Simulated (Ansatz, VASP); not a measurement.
# KSc3Si4 in VASP and in Ansatz

INCAR

```
ALGO = Normal
EDIFF = 1E-6
EDIFFG = -0.04
ENCUT = 600
GGA = PE
IBRION = 2
ISIF = 3
ISMEAR = 0
LASPH = True
LCHARG = False
LREAL = False
LWAVE = False
NELM = 60
NSW = 90
PREC = Accurate
SIGMA = 0.1
```

The input KPOINTS:

```
k-points
0
Gamma
  4 4 4
```

File POSCAR:

```
KSc3Si4
1.0
   -3.5495494500      3.5495494500      3.5495494500
    3.5495494500     -3.5495494500      3.5495494500
    3.5495494500      3.5495494500     -3.5495494500
K Sc Si
1 3 4
Direct
    0.0000000000      0.0000000000      0.0000000000
    0.5000000000      0.5000000000      0.0000000000
    0.5000000000      0.0000000000      0.5000000000
    0.0000000000      0.5000000000      0.5000000000
    0.5000000000      0.5000000000      0.5000000000
    0.0000000000      0.0000000000      0.5000000000
    0.0000000000      0.5000000000      0.0000000000
    0.5000000000      0.0000000000      0.0000000000
```

Input for Ansatz:

```yaml
crystal:
  lattice:
    - [-3.54954945, 3.54954945, 3.54954945]
    - [3.54954945, -3.54954945, 3.54954945]
    - [3.54954945, 3.54954945, -3.54954945]
  atoms:
    - { symbol: K, position: [0.0, 0.0, 0.0] }
    - { symbol: Sc, position: [0.5, 0.5, 0.0] }
    - { symbol: Sc, position: [0.5, 0.0, 0.5] }
    - { symbol: Sc, position: [0.0, 0.5, 0.5] }
    - { symbol: Si, position: [0.5, 0.5, 0.5] }
    - { symbol: Si, position: [0.0, 0.0, 0.5] }
    - { symbol: Si, position: [0.0, 0.5, 0.0] }
    - { symbol: Si, position: [0.5, 0.0, 0.0] }
basis:
  ecutwfc: 420
kpoints:
  mp_grid: { grid: [4, 4, 4] }
hamiltonian:
  xc: pbe
scf:
  occupations: { method: gaussian, width: 0.1 }
  lower_state_search: "off"
output:
  forces: true
  stress: true
  eigenvalues: true
relax:
  adjacent_minimum: "off"
  f_tol: 0.04
  max_steps: 70
  cell: { stress_tol: 0.4 }
```

Alike in both runs: task relaxation of cell and atoms; functional PBE; k mesh 4 × 4 × 4; occupations gaussian, width 0.1 eV; no spin polarisation.

```csv
,VASP,Ansatz
version,VASP 6.6.1,Ansatz 0.2.0
potentials or method,"VASP PAW PBE potentials, release 64 (K_sv, Sc_sv, Si), cutoff 600 eV","scalar-relativistic, plane waves, PAW"
valence electrons in the cell,58,58
```

|  | VASP | Ansatz | Ansatz less VASP |
| --- | --- | --- | --- |
| gap on the k mesh at the Fermi level, each at its own relaxed structure (eV) | none | none | - |
| relaxed volume (Å³/atom) | 19.81 | 19.85 | +0.043 |
| relaxed cell length with the largest relative difference (Å) | 5.904 | 5.909 | +0.0043 |

A gap of «none» marks a metal or a gap that the smearing closes.
